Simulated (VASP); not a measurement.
Mg6O5 (a cell with a defect), 11 atoms in the cell. The cell holds a defect, 11 atoms: a = 5.591 Å, b = 5.591 Å, c = 5.591 Å, α = 90.00°, β = 90.00°, γ = 90.00°.  This cell differs from its parent crystal: atom 9 moved 0.250 of the way to it and -0.525 Å across, host rigid.

* Program: VASP 6.6.1
* Task: single point
* Functional: PBEsol
* Potentials or basis: VASP PAW PBE potentials, release 64 (Mg, O)
* Cutoff: 520 eV
* k mesh: 4 × 4 × 4
* Occupations: gaussian, width 0.05 eV
* Spin: no spin polarisation
* Dipole correction: no
* Further INCAR settings: ALGO = Normal; EDIFF = 1e-07; NBANDS = 32

Potentials or basis: VASP PAW PBE potentials, release 64 (Mg, O).

The run is started by

```bash
$ cat potpaw_PBE.64/Mg/POTCAR potpaw_PBE.64/O/POTCAR > POTCAR
$ mpirun -np 1 vasp_std > vasp.out
```

Hardware: 1 thread of Intel(R) Xeon(R) Platinum 8559C (Emerald Rapids), with other jobs on the host.

**Question.** Estimate the wall time of this run.

**Answer.** It took 110 s on 1 thread of Intel(R) Xeon(R) Platinum 8559C (Emerald Rapids) (shared host), peak memory 0.32 GiB. Counts: scf iterations 17, k points 30.
